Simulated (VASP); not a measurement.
# GaP (I-4m2) in VASP: notebook

The runs below take GaP through single point, with PBEsol.

All numbers are computed with VASP 6.6.1; they aren't measurements. Logs are shortened: lines on timing, memory, paths and dates and some standing lists are left out, and cuts for length are marked.

## 1. The cell of the first run

It takes space group I-4m2 (No. 119, tetragonal). The conventional cell has a = 4.326 Å, b = 4.326 Å, c = 4.326 Å, α = 90.00°, β = 90.00°, γ = 90.00°. Ga (site symmetry -4m2) has 4 P at 2.42 Å within 3.2 Å. Within 3.2 Å of P (site symmetry -4m2) lie 4 Ga at 2.42 Å.

## 2. Single point, PBEsol

File INCAR:

```
SYSTEM = GaP
PREC     = Accurate       ! precision mode
ENCUT    = 520            ! plane-wave cutoff, eV
EDIFF    = 1E-7           ! SCF threshold, eV
ISMEAR   = 0              ! smearing method
SIGMA    = 0.05           ! smearing width, eV
LREAL    = .False.        ! projectors in reciprocal space
LASPH    = .True.         ! aspherical terms in the spheres
NELM     = 100            ! most SCF steps
ALGO     = Normal         ! electronic algorithm
ISIF     = 2              ! what is computed and relaxed
LWAVE    = .False.        ! write WAVECAR
LCHARG   = .False.        ! write CHGCAR
GGA      = PS             ! functional
NBANDS   = 16             ! bands
```

File KPOINTS:

```
Automatic mesh
0
Gamma
  10 10 10
  0 0 0
```

File POSCAR:

```
GaP
1.0
    0.0000000000      3.0591436934      2.1628145913
    3.0591436934      0.0000000000      2.1628145913
    3.0591436934      3.0591436934      0.0000000000
Ga P
1 1
Direct
    0.0000000000      0.0000000000      0.0000000000
    0.7500000000      0.7500000000      0.7500000000
```

Potentials or basis: VASP PAW PBE potentials, release 64 (Ga_d, P).

Run with:

```sh
$ cat potpaw_PBE.64/Ga_d/POTCAR potpaw_PBE.64/P/POTCAR > POTCAR
$ mpirun -np 1 vasp_std > vasp.out
```

OUTCAR:

```text
SYSTEM = GaP
   PREC = Accurate
   ENCUT = 520
   EDIFF = 1E-7
   ISMEAR = 0
   LREAL = .False.
   LASPH = .True.
   NELM = 100
   ISIF = 2
   GGA = PS

 ion  position               nearest neighbor table
   1  0.000  0.000  0.000-   2 2.42   2 2.42   2 2.42   2 2.42
   2  0.750  0.750  0.750-   1 2.42   1 2.42   1 2.42   1 2.42

  LATTYP: Found a body centered tetragonal cell.
 ALAT       =     4.3262825005
 C/A-ratio  =     0.9998489886

  Lattice vectors:

 A1 = (   0.0000000000,  -3.0591436934,  -2.1628145913)
 A2 = (   0.0000000000,   3.0591436934,  -2.1628145913)
 A3 = (   3.0591436934,   0.0000000000,   2.1628145913)

Analysis of symmetry for initial positions (statically):
=====================================================================
 Subroutine PRICEL returns:
 Original cell was already a primitive cell.

 Routine SETGRP: Setting up the symmetry group for a
 body centered tetragonal supercell.

 Subroutine GETGRP returns: Found  8 space group operations
 (whereof  8 operations were pure point group operations)
 out of a pool of 16 trial point group operations.

The static configuration has the point symmetry D_2d.

Analysis of symmetry for dynamics (positions and initial velocities):
=====================================================================
 Subroutine PRICEL returns:
 Original cell was already a primitive cell.

 Routine SETGRP: Setting up the symmetry group for a
 body centered tetragonal supercell.

 Subroutine GETGRP returns: Found  8 space group operations
 (whereof  8 operations were pure point group operations)
 out of a pool of 16 trial point group operations.

The dynamic configuration has the point symmetry D_2d.

 Subroutine INISYM returns: Found  8 space group operations
 (whereof  8 operations are pure point group operations),
 and found     1 'primitive' translations

----------------------------------------------------------------------------------------

                                     Primitive cell

  volume of cell :      40.4808

  direct lattice vectors                    reciprocal lattice vectors
     0.000000000  3.059143693  2.162814591    -0.163444431  0.163444431  0.231180242
     3.059143693  0.000000000  2.162814591     0.163444431 -0.163444431  0.231180242
     3.059143693  3.059143693  0.000000000     0.163444431  0.163444431 -0.231180242

  length of vectors
     3.746481962  3.746481962  4.326282500     0.326913548  0.326913548  0.326913548

  position of ions in fractional coordinates (direct lattice)
     0.000000000  0.000000000  0.000000000
     0.750000000  0.750000000  0.750000000

[... 77 lines left out ...]
   LREAL  =      F    real-space projection
   EDIFFG = 0.1E-05   stopping-criterion for IOM
   NSW    =      0    number of steps for IOM
   IBRION =     -1    ionic relax: 0-MD 1-quasi-New 2-CG
   NFREE  =      0    steps in history (QN), initial steepest desc. (CG)
   ISIF   =      2    stress and relaxation
   ISYM   =      2    0-nonsym 1-usesym 2-fastsym
   POTIM  = 0.5000    time-step for ionic-motion
   TEBEG  =    0.0;   TEEND  =   0.0 temperature during run
   PSTRESS=    0.0 pullay stress
   NELECT =      18.0000    total number of electrons
   NUPDOWN=      -1.0000    fix difference up-down
   EMIN   =  10.00;   EMAX   =-10.00  energy-range for DOS
   EFERMI =   0.00;   METHOD = LEGACY
   ISMEAR =     0;   SIGMA  =   0.05  broadening in eV -4-tet -1-fermi 0-gaus
   EFERMI_NEDOS =   21; number of points for ismear=-14 and -15
   IALGO  =     38    algorithm
   IMIX   =      4    mixing-type and parameters
     AMIX     =   0.40;   BMIX     =  1.00
     AMIX_MAG =   1.60;   BMIX_MAG =  1.00
  volume/ion in A,a.u.               =      20.24       136.59
  Fermi-wavevector in a.u.,A,eV,Ry     =   1.249538  2.361284 21.243377  1.561344
  Thomas-Fermi vector in A             =   2.383574
   LORBIT       =      0    0 simple, 1 ext, 2 COOP (PROOUT), +10 PAW based schemes
   GGA     = PS    functional components
   LHFCALC =     F    Hartree Fock is set to
   AEXX    =    0.0000 exact exchange contribution
   IVDW    =     0    specifies the selected vdW correction
   LEPSILON=     F    determine dielectric tensor
   LRPA    =     F    only Hartree local field effects (RPA)
 non-spin polarized calculation
 Gauss-broadening in eV      SIGMA  =   0.05
  energy-cutoff  :      520.00
  volume of cell :       40.48
 maximum number of plane-waves:      1112
   NGX = 13   NGY = 13   NGZ = 17

 number of electron      17.9999999 magnetization

 Free energy of the ion-electron system (eV)
  ---------------------------------------------------
  ext. energy  EPLUGINS =         0.00000000
  ---------------------------------------------------
  free energy    TOTEN  =        -9.45824869 eV

  energy without entropy =       -9.45751291  energy(sigma->0) =       -9.45788080

 E-fermi :   4.7062     XC(G=0): -10.1383

 val. band max:        4.6832501915   @ k =   0.2000   0.0000   0.0000
 cond. band min:       4.7387524613   @ k =   0.5000   0.4000   0.1000
 fundamental gap:      0.0555022698
 Fermi energy:         4.7061662443

 k-point     1 :       0.0000    0.0000    0.0000
  band No.  band energies     occupation
      1     -10.0205      2.00000
      2     -10.0205      2.00000
      3      -9.9791      2.00000
      4      -9.9551      2.00000
      5      -9.9112      2.00000
      6      -7.7481      2.00000
[... 433 lines left out ...]
      3      -9.9787      2.00000
      4      -9.9766      2.00000
      5      -9.8700      2.00000
      6      -5.0914      2.00000
[... 8 lines left out ...]
     15      15.4954      0.00000
     16      19.7122      0.00000

 [... further k-points ...]

------------------------ aborting loop because EDIFF is reached ----------------------------------------

  FORCE on cell =-STRESS in cart. coord.  units (eV):
  Direction    XX          YY          ZZ          XY          YZ          ZX
  --------------------------------------------------------------------------------------
  -------------------------------------------------------------------------------------
  Total       -1.9313232     -1.9313232      0.9569324      0.0000000      0.0000000      0.0000000
  in kB      -76.4392661    -76.4392661     37.8741437      0.0000000      0.0000000      0.0000000
  external PRESSURE =     -38.3347962 kB  Pullay stress =       0.0000000 kB

 VOLUME and BASIS-vectors are now :
 -----------------------------------------------------------------------------
  energy-cutoff  :      520.00
  volume of cell :       40.48
      direct lattice vectors                 reciprocal lattice vectors
     0.000000000  3.059143693  2.162814591    -0.163444431  0.163444431  0.231180242
     3.059143693  0.000000000  2.162814591     0.163444431 -0.163444431  0.231180242
     3.059143693  3.059143693  0.000000000     0.163444431  0.163444431 -0.231180242

 POSITION                                       TOTAL-FORCE (eV/Angst)
 -----------------------------------------------------------------------------------
      0.00000      0.00000      0.00000         0.000000      0.000000     -0.000000
      4.58872      4.58872      3.24422        -0.000000      0.000000      0.000000
 -----------------------------------------------------------------------------------
    total drift:                                0.000000      0.000000      0.000004

  FREE ENERGIE OF THE ION-ELECTRON SYSTEM (eV)
  ---------------------------------------------------
  free  energy   TOTEN  =        -9.4582486942 eV

  energy  without entropy=       -9.4575129127  energy(sigma->0) =       -9.45788080
```

OSZICAR:

```text
N       E                     dE             d eps       ncg     rms          rms(c)
DAV:   1     0.790988562299E+02    0.79099E+02   -0.89718E+03  3368   0.162E+03
DAV:   2    -0.348015680109E+01   -0.82579E+02   -0.78741E+02  3760   0.309E+02
DAV:   3    -0.963878798913E+01   -0.61586E+01   -0.61276E+01  4064   0.651E+01
DAV:   4    -0.973528726787E+01   -0.96499E-01   -0.96480E-01  3992   0.886E+00
DAV:   5    -0.973716920441E+01   -0.18819E-02   -0.18819E-02  4264   0.110E+00    0.386E+00
DAV:   6    -0.949168727063E+01    0.24548E+00   -0.39931E-01  4936   0.114E+01    0.238E+00
DAV:   7    -0.946228057149E+01    0.29407E-01   -0.64685E-02  4280   0.202E+00    0.981E-01
DAV:   8    -0.945821025787E+01    0.40703E-02   -0.97636E-03  4144   0.105E+00    0.126E-01
DAV:   9    -0.945823387393E+01   -0.23616E-04   -0.78038E-04  4928   0.339E-01    0.544E-02
DAV:  10    -0.945824138447E+01   -0.75105E-05   -0.38709E-05  4776   0.654E-02    0.246E-02
DAV:  11    -0.945824873726E+01   -0.73528E-05   -0.96864E-06  4056   0.373E-02    0.699E-03
DAV:  12    -0.945824869418E+01    0.43080E-07   -0.42876E-07  3872   0.577E-03
   1 F= -.94582487E+01 E0= -.94578808E+01  d E =-.735782E-03
```

Wall time 63 s (1 thread of AMD EPYC 7R13, shared host); peak memory 0.18 GiB.

What came out:

| Item | Value |
| --- | --- |
| Free energy | -9.4582 eV |
| Pressure | -3.8 GPa |
| Band gap on the k mesh | zero (bands 9 and 10 overlap by 1.28 eV) |

Stress tensor (GPa, compression positive):
```
-7.64  0.00  0.00
 0.00 -7.64  0.00
 0.00  0.00  3.79
```

Levels at points of the mesh, in eV from the Fermi level:
```csv
k point,band 5,band 6,band 7,band 8,band 9,band 10,band 11,band 12,band 13,band 14
"(0.00, 0.00, 0.00)",-14.62,-12.45,-0.57,-0.57,0.68,0.98,4.08,4.78,4.78,6.91
"(0.50, 0.00, 0.00)",-14.58,-10.29,-6.58,-2.17,-0.52,0.31,3.46,6.37,8.61,9.74
"(0.50, 0.50, 0.00)",-14.57,-8.73,-5.26,-4.03,-4.03,-0.22,0.70,10.23,10.23,11.83
"(0.50, 0.00, 0.50)",-14.61,-10.00,-7.43,-1.64,-1.42,2.54,3.13,7.57,7.61,8.50
```

Caveat: the cell stands under tension; the PAW data sets were made with another functional, which shifts forces and pressure a little.

## 3. Single point, PBEsol

This run uses another cell than the first one, of the same volume but with other edges.

File INCAR:

```
PREC = Accurate ; ENCUT = 520
EDIFF = 1E-6 ; ISMEAR = 0
SIGMA = 0.05 ; LREAL = F
LASPH = T ; NELM = 80
ALGO = Normal ; ISIF = 2
LWAVE = F ; LCHARG = T
GGA = PS ; LELF = T
LVHAR = T ; NBANDS = 16
```

File KPOINTS:

```
regular mesh
0
Gamma
  10 10 10
```

File POSCAR:

```
GaP
1.0
    0.0000000000      2.4280439585      3.4332541574
    2.4280439585      0.0000000000      3.4332541574
    2.4280439585      2.4280439585      0.0000000000
Ga P
1 1
Direct
    0.0000000000      0.0000000000      0.0000000000
    0.7500000000      0.7500000000      0.7500000000
```

Potentials or basis: VASP PAW PBE potentials, release 64 (Ga_d, P).

Run with:

```sh
$ cat potpaw_PBE.64/Ga_d/POTCAR potpaw_PBE.64/P/POTCAR > POTCAR
$ mpirun -np 1 vasp_std > vasp.out
```

OUTCAR:

```text
PREC = Accurate
   ENCUT = 520
   EDIFF = 1E-6
   ISMEAR = 0
   LREAL = F
   LASPH = T
   NELM = 80
   ISIF = 2
   GGA = PS

 ion  position               nearest neighbor table
   1  0.000  0.000  0.000-   2 2.43   2 2.43   2 2.43   2 2.43
   2  0.750  0.750  0.750-   1 2.43   1 2.43   1 2.43   1 2.43

  LATTYP: Found a body centered tetragonal cell.
 ALAT       =     3.4337726961
 C/A-ratio  =     1.9996979772

  Lattice vectors:

 A1 = (  -2.4280439585,   0.0000000000,   3.4332541574)
 A2 = (   2.4280439585,   0.0000000000,   3.4332541574)
 A3 = (   0.0000000000,   2.4280439585,  -3.4332541574)

Analysis of symmetry for initial positions (statically):
=====================================================================
 Subroutine PRICEL returns:
 Original cell was already a primitive cell.

 Routine SETGRP: Setting up the symmetry group for a
 body centered tetragonal supercell.

 Subroutine GETGRP returns: Found  8 space group operations
 (whereof  8 operations were pure point group operations)
 out of a pool of 16 trial point group operations.

[... 161 lines left out ...]

 E-fermi :   5.3131     XC(G=0): -10.1409

 val. band max:        5.3088443939   @ k =   0.4000  -0.0000   0.1000
 cond. band min:       5.3502225421   @ k =   0.5000   0.1000   0.2000
 fundamental gap:      0.0413781483
 Fermi energy:         5.3131311524

 k-point     1 :       0.0000    0.0000    0.0000
  band No.  band energies     occupation
      1     -10.0775      2.00000
      2      -9.9661      2.00000
      3      -9.9661      2.00000
      4      -9.9497      2.00000
      5      -9.9407      2.00000
      6      -7.7608      2.00000
[... 433 lines left out ...]
      3      -9.9449      2.00000
      4      -9.9396      2.00000
      5      -9.9225      2.00000
      6      -6.4310      2.00000
[... 8 lines left out ...]
     15      16.4825      0.00000
     16      17.9250      0.00000

 [... further k-points ...]

------------------------ aborting loop because EDIFF is reached ----------------------------------------

  FORCE on cell =-STRESS in cart. coord.  units (eV):
  Direction    XX          YY          ZZ          XY          YZ          ZX
  --------------------------------------------------------------------------------------
  -------------------------------------------------------------------------------------
  Total        1.9014209      1.9014209     -5.0571577      0.0000000      0.0000000      0.0000000
  in kB       75.2557698     75.2557698   -200.1557343      0.0000000      0.0000000      0.0000000
  external PRESSURE =     -16.5480649 kB  Pullay stress =       0.0000000 kB

 VOLUME and BASIS-vectors are now :
 -----------------------------------------------------------------------------
  energy-cutoff  :      520.00
  volume of cell :       40.48
      direct lattice vectors                 reciprocal lattice vectors
     0.000000000  2.428043958  3.433254157    -0.205927079  0.205927079  0.145634426
     2.428043958  0.000000000  3.433254157     0.205927079 -0.205927079  0.145634426
     2.428043958  2.428043958  0.000000000     0.205927079  0.205927079 -0.145634426

 POSITION                                       TOTAL-FORCE (eV/Angst)
 -----------------------------------------------------------------------------------
      0.00000      0.00000      0.00000         0.000000      0.000000     -0.000000
      3.64207      3.64207      5.14988        -0.000000     -0.000000      0.000000
 -----------------------------------------------------------------------------------
    total drift:                                0.000001      0.000001     -0.000004

  FREE ENERGIE OF THE ION-ELECTRON SYSTEM (eV)
  ---------------------------------------------------
  free  energy   TOTEN  =        -8.9576905292 eV

  energy  without entropy=       -8.9562413412  energy(sigma->0) =       -8.95696594
```

OSZICAR:

```text
N       E                     dE             d eps       ncg     rms          rms(c)
DAV:   1     0.788734969201E+02    0.78873E+02   -0.89411E+03  3416   0.162E+03
DAV:   2    -0.306645905587E+01   -0.81940E+02   -0.78136E+02  3696   0.310E+02
DAV:   3    -0.915219219002E+01   -0.60857E+01   -0.60586E+01  4152   0.647E+01
DAV:   4    -0.924457036868E+01   -0.92378E-01   -0.92350E-01  4000   0.858E+00
DAV:   5    -0.924639421547E+01   -0.18238E-02   -0.18238E-02  4336   0.109E+00    0.395E+00
DAV:   6    -0.898394929665E+01    0.26244E+00   -0.52026E-01  4920   0.118E+01    0.245E+00
DAV:   7    -0.896262285910E+01    0.21326E-01   -0.49038E-02  4136   0.159E+00    0.112E+00
DAV:   8    -0.895763812693E+01    0.49847E-02   -0.70535E-03  4104   0.863E-01    0.104E-01
DAV:   9    -0.895767165728E+01   -0.33530E-04   -0.73447E-04  4848   0.362E-01    0.598E-02
DAV:  10    -0.895768260439E+01   -0.10947E-04   -0.36872E-05  4232   0.528E-02    0.242E-02
DAV:  11    -0.895769059987E+01   -0.79955E-05   -0.90737E-06  4176   0.351E-02    0.739E-03
DAV:  12    -0.895769052915E+01    0.70716E-07   -0.49548E-07  2776   0.536E-03
   1 F= -.89576905E+01 E0= -.89569659E+01  d E =-.144919E-02
```

Run time: 87 s. Hardware: 1 thread of AMD EPYC 7R13, shared host; peak memory 0.19 GiB.

What came out:

```yaml
Free_energy: -8.9577 eV
Pressure: -1.7 GPa
Band_gap_on_the_k_mesh: zero (bands 9 and 10 overlap by 0.49 eV)
```

Levels at points of the mesh, in eV from the Fermi level:
```
           k point  band 5  band 6  band 7  band 8  band 9  band 10  band 11  band 12  band 13  band 14
(0.00, 0.00, 0.00)  -15.25  -13.07   -2.70   -0.63    0.25     0.25     3.67     3.67     4.26     6.07
(0.50, 0.00, 0.00)  -15.21  -10.92   -7.22   -3.26   -0.92     0.05     5.11     5.62     7.22     8.84
(0.50, 0.50, 0.00)  -15.24  -11.18   -8.78   -1.42   -1.42     2.89     3.30     7.57     9.34     9.34
(0.50, 0.00, 0.50)  -15.20   -9.52   -6.44   -3.85   -3.64     0.15     0.25     6.43     6.59     7.89
```

Caveat: semilocal functionals underestimate gaps, so a narrow gap can read as zero; the PAW data sets were made with another functional, which shifts forces and pressure a little.
